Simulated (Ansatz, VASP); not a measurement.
## One calculation of Si2BN, two programs

Contents of INCAR:

```
PREC = Accurate
ENCUT = 600
EDIFF = 1E-6
ISMEAR = 0
SIGMA = 0.1
LREAL = F
LASPH = T
NELM = 80
ALGO = Normal
ISIF = 3
LWAVE = F
LCHARG = F
GGA = PE
IBRION = 2
NSW = 90
EDIFFG = -0.04
```

The input KPOINTS:

```
regular mesh
0
Gamma
  6 6 4
```

POSCAR

```
Si2BN
1.0
    3.9960264400      0.0000000000      0.0000000000
   -1.9980132200      3.4606604100      0.0000000000
    0.0000000000      0.0000000000      4.1424619800
Si B N
2 1 1
Direct
    0.3333333300      0.6666666700      0.0028389300
    0.6666666700      0.3333333300      0.9971610700
    0.0000000000      0.0000000000      0.5000000000
    0.0000000000      0.0000000000      0.0000000000
```

Input for Ansatz:

```yaml
crystal:
  lattice:
    - [3.99602644, 0.0, 0.0]
    - [-1.99801322, 3.46066041, 0.0]
    - [0.0, 0.0, 4.14246198]
  atoms:
    - { symbol: Si, position: [0.33333333, 0.66666667, 0.00283893] }
    - { symbol: Si, position: [0.66666667, 0.33333333, 0.99716107] }
    - { symbol: B, position: [0.0, 0.0, 0.5] }
    - { symbol: "N", position: [0.0, 0.0, 0.0] }
basis:
  ecutwfc: 420
kpoints:
  mp_grid: { grid: [6, 6, 4] }
hamiltonian:
  xc: pbe
scf:
  occupations: { method: gaussian, width: 0.1 }
  lower_state_search: "off"
output:
  forces: true
  stress: true
  eigenvalues: true
relax:
  adjacent_minimum: "off"
  f_tol: 0.04
  max_steps: 70
  cell: { stress_tol: 0.4 }
```

Alike in both runs: task relaxation of cell and atoms; functional PBE; k mesh 6 × 6 × 4; occupations gaussian, width 0.1 eV; no spin polarisation.

```csv
,VASP,Ansatz
version,VASP 6.6.1,Ansatz 0.2.0
potentials or method,"VASP PAW PBE potentials, release 64 (Si, B, N), cutoff 600 eV","scalar-relativistic, plane waves, PAW"
valence electrons in the cell,16,16
```

```csv
,VASP,Ansatz,Ansatz less VASP
"gap on the k mesh at the Fermi level, each at its own relaxed structure (eV)",none,none,-
relaxed volume (Å³/atom),15.07,16.69,+1.622
relaxed length of the cell vector where the two differ most in proportion (Å),5.199,5.486,+0.2869
```

A gap of «none» marks a metal or a gap that the smearing closes. One of these differences is far larger than is usual between the two programs; its cause wasn't traced.

The k mesh is coarse, so the values compare programs but aren't converged.
